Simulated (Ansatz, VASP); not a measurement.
## Two plane-wave programs on ZrB2

The input INCAR:

```
SYSTEM = ZrB2
PREC = Accurate
ENCUT = 520
EDIFF = 1E-6
ISMEAR = 0
SIGMA = 0.15
LREAL = .FALSE.
LASPH = .TRUE.
NELM = 60
ALGO = Normal
ISIF = 2
LWAVE = .FALSE.
LCHARG = .TRUE.
LELF = .TRUE.
LVHAR = .TRUE.
NBANDS = 16
```

KPOINTS

```
Automatic mesh
0
G
  15 15 12
  0 0 0
```

The input POSCAR:

```
ZrB2
1.0
    3.1639000000      0.0000000000      0.0000000000
   -1.5819500000      2.7400177750      0.0000000000
    0.0000000000      0.0000000000      3.6052000000
Zr B
1 2
Direct
    0.0000000000      0.0000000000      0.0000000000
    0.3333333333      0.6666666667      0.5000000000
    0.6666666667      0.3333333333      0.5000000000
```

Input for Ansatz:

```yaml
crystal:
  lattice:
    - [3.1639, 0.0, 0.0]
    - [-1.58195, 2.740017775, 0.0]
    - [0.0, 0.0, 3.6052]
  atoms:
    - { symbol: Zr, position: [0.0, 0.0, 0.0] }
    - { symbol: B, position: [0.3333333333, 0.6666666667, 0.5] }
    - { symbol: B, position: [0.6666666667, 0.3333333333, 0.5] }
basis:
  ecutwfc: 520.0
kpoints:
  mp_grid: { grid: [15, 15, 12] }
hamiltonian:
  xc: lda
  pseudopotentials: { kind: paw }
scf:
  occupations: { method: gaussian, width: 0.15 }
output:
  forces: true
  stress: true
  eigenvalues: true
```

Alike in both runs: task single point; functional LDA; k mesh 15 × 15 × 12; occupations gaussian, width 0.15 eV; no spin polarisation.

|  | VASP | Ansatz |
| --- | --- | --- |
| version | VASP 6.6.1 | Ansatz 0.2.0 |
| potentials or method | VASP PAW LDA potentials, release 64 (Zr_sv, B), cutoff 520 eV | scalar-relativistic, plane waves, PAW |
| valence electrons in the cell | 18 | 18 |

Ansatz gave:

```
gap on the k mesh at the Fermi level (eV)                     : none
pressure (GPa)                                                : -12.1
traceless stress, the component that is largest in VASP (GPa) : -4.22
```

Question: Estimate VASP's values.

Answer: gap on the k mesh at the Fermi level (eV): none; pressure (GPa): -11.6; traceless stress, the component that is largest in VASP (GPa): -4.20.

LDA's correlation is that of Perdew and Zunger in VASP and of Perdew and Wang (1992) in Ansatz. A gap of «none» marks a metal or a gap that the smearing closes.
